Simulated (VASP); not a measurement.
Input of a VASP 6.6.1 run:

The input INCAR:

```
SYSTEM = Cd2HgS3
PREC = Accurate
ENCUT = 520
EDIFF = 1E-6
ISMEAR = 0
SIGMA = 0.02
LREAL = .False.
LASPH = .True.
NELM = 60
ALGO = Normal
ISIF = 2
LWAVE = .False.
LCHARG = .False.
GGA = PE
NBANDS = 36
```

KPOINTS

```
Automatic mesh
0
Gamma
  12 12 12
  0 0 0
```

Contents of POSCAR:

```
Cd2HgS3
1.0
   -2.1043118042      2.1043118042      8.9088503059
    2.1043118042     -2.1043118042      8.9088503059
    2.1043118042      2.1043118042     -8.9088503059
Cd Hg S
2 1 3
Direct
    0.6672246070      0.6672246070      0.0000000000
    0.3327753930      0.3327753930      0.0000000000
    0.0000000000      0.0000000000      0.0000000000
    0.7500000000      0.2500000000      0.5000000000
    0.4152200899      0.9152200899      0.5000000000
    0.0847799101      0.5847799101      0.5000000000
```

Potentials or basis: VASP PAW PBE potentials, release 64 (Cd, Hg, S).

Run with:

```bash
$ cat potpaw_PBE.64/Cd/POTCAR potpaw_PBE.64/Hg/POTCAR potpaw_PBE.64/S/POTCAR > POTCAR
$ mpirun -np 1 vasp_std > vasp.out
```

(1) Estimate the band gap on the k mesh.

(2) What does it give for the pressure?

Results:

(1) 0.47 eV.

(2) 0.3 GPa.

Caveat: spin-orbit coupling is left out, which moves the levels of the heavy elements.
